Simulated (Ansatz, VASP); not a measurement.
## Two plane-wave programs on NaHF2

File INCAR:

```
SYSTEM = NaHF2
PREC = Accurate
ENCUT = 520
EDIFF = 1E-8
ISMEAR = -1
SIGMA = 0.02
LREAL = .FALSE.
LASPH = .TRUE.
NELM = 100
ALGO = Normal
ISIF = 2
LWAVE = .FALSE.
LCHARG = .FALSE.
GGA = CA
LEFG = .TRUE.
NBANDS = 19
```

File KPOINTS:

```
Automatic mesh
0
G
  10 10 10
  0 0 0
```

The input POSCAR:

```
NaHF2
1.0
    1.7457296693      1.0078974945      4.6388706988
   -1.7457296693      1.0078974945      4.6388706988
    0.0000000000     -2.0157949890      4.6388706988
Na H F
1 1 2
Direct
    0.0000000000      0.0000000000      0.0000000000
    0.5000000000      0.5000000000      0.5000000000
    0.4100000000      0.4100000000      0.4100000000
    0.5900000000      0.5900000000      0.5900000000
```

Input for Ansatz:

```yaml
crystal:
  lattice:
    - [1.7457296693, 1.0078974945, 4.6388706988]
    - [-1.7457296693, 1.0078974945, 4.6388706988]
    - [0.0, -2.015794989, 4.6388706988]
  atoms:
    - { symbol: Na, position: [0.0, 0.0, 0.0] }
    - { symbol: H, position: [0.5, 0.5, 0.5] }
    - { symbol: F, position: [0.41, 0.41, 0.41] }
    - { symbol: F, position: [0.59, 0.59, 0.59] }
kpoints:
  mp_grid: { grid: [10, 10, 10] }
scf:
  occupations: { method: fermi_dirac, width: 0.02 }
hamiltonian:
  xc: lda
  pseudopotentials: { kind: paw }
output:
  forces: true
  stress: true
  eigenvalues: true
  efg: { contact_densities: true }
  write_density: true
  write_potential: true
  elf: true
  volumetric_format: npy
```

Change from the starting cell: equal xx and yy strain of +1 %, PAW files.

Alike in both runs: task electric field gradients; functional LDA; k mesh 10 × 10 × 10; occupations fermi-dirac, width 0.02 eV; no spin polarisation.

|  | VASP | Ansatz |
| --- | --- | --- |
| version | VASP 6.6.1 | Ansatz 0.2.0 |
| potentials or method | VASP PAW LDA potentials, release 64 (Na_pv, H, F) | PAW with Ansatz's default frozen-core files, scalar-relativistic |
| plane-wave cutoff (eV) | 520 | 420 |
| valence electrons in the cell | 22 | 24 |

Ansatz gave:

```
gap on the k mesh at the Fermi level (eV)                     : 6.31
pressure (GPa)                                                : -7.4
traceless stress, the component that is largest in VASP (GPa) : -10.80
rms of the force components (eV/Å)                            : 0.872
size of Vzz on the site where it differs most (V/Å²)          : 116.0
```

Q: Which values does VASP return?

A: gap on the k mesh at the Fermi level (eV): 6.28; pressure (GPa): -7.4; traceless stress, the component that is largest in VASP (GPa): -10.39; rms of the force components (eV/Å): 0.848; size of Vzz on the site where it differs most (V/Å²): 117.9.

LDA's correlation is that of Perdew and Zunger in VASP and of Perdew and Wang (1992) in Ansatz. Atom by atom the forces differ by 0.024 eV/Å (rms over components). VASP's potentials hold 22 valence electrons a cell and Ansatz's 24, so a difference there can come from the potentials and not from the codes.
